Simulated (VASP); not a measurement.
Write the native input for VASP 6.6.1 that does the following.

```
Task                   : single point
Functional             : PBE
Potentials or basis    : VASP PAW PBE potentials, release 64 (Li_sv, Ti_sv, H)
Cutoff                 : 520 eV
k mesh                 : 12 × 12 × 12
Occupations            : gaussian, width 0.1 eV
Spin                   : no spin polarisation
Dipole correction      : no
Further INCAR settings : ALGO = Normal; EDIFF = 1e-06; NBANDS = 29
```

The structure of LiTiH3 lies in POSCAR:

```
LiTiH3
1.0
   -2.4614496722      2.4614496722      3.6279182851
    2.4614496722     -2.4614496722      3.6279182851
    2.4614496722      2.4614496722     -3.6279182851
Li Ti H
2 2 6
Direct
    0.7500000000      0.2500000000      0.5000000000
    0.2500000000      0.7500000000      0.5000000000
    0.5000000000      0.5000000000      0.0000000000
    0.0000000000      0.0000000000      0.0000000000
    0.3361338917      0.8361338917      0.1722677834
    0.8361338917      0.6638661083      0.5000000000
    0.7500000000      0.7500000000      0.0000000000
    0.6638661083      0.1638661083      0.8277322166
    0.1638661083      0.3361338917      0.5000000000
    0.2500000000      0.2500000000      0.0000000000
```

These files were run (other wordings do the same):

INCAR

```
ALGO = Normal
EDIFF = 1E-6
ENCUT = 520
GGA = PE
ISIF = 2
ISMEAR = 0
LASPH = True
LCHARG = False
LREAL = False
LWAVE = False
NBANDS = 29
NELM = 100
PREC = Accurate
SIGMA = 0.1
```

KPOINTS

```
k-points
0
Gamma
  12 12 12
```

Potentials or basis: VASP PAW PBE potentials, release 64 (Li_sv, Ti_sv, H).

Launch:

```bash
$ cat potpaw_PBE.64/Li_sv/POTCAR potpaw_PBE.64/Ti_sv/POTCAR potpaw_PBE.64/H/POTCAR > POTCAR
$ mpirun -np 1 vasp_std > vasp.out
```

It gave:

| Item | Value |
| --- | --- |
| Band gap on the k mesh | zero (bands 18 and 19 overlap by 1.61 eV) |

Wall time 6.3 min on 1 thread of Intel(R) Xeon(R) Platinum 8124M CPU @ 3.00GHz (Skylake/Cascade Lake), with other jobs on the host, peak memory 0.49 GiB.
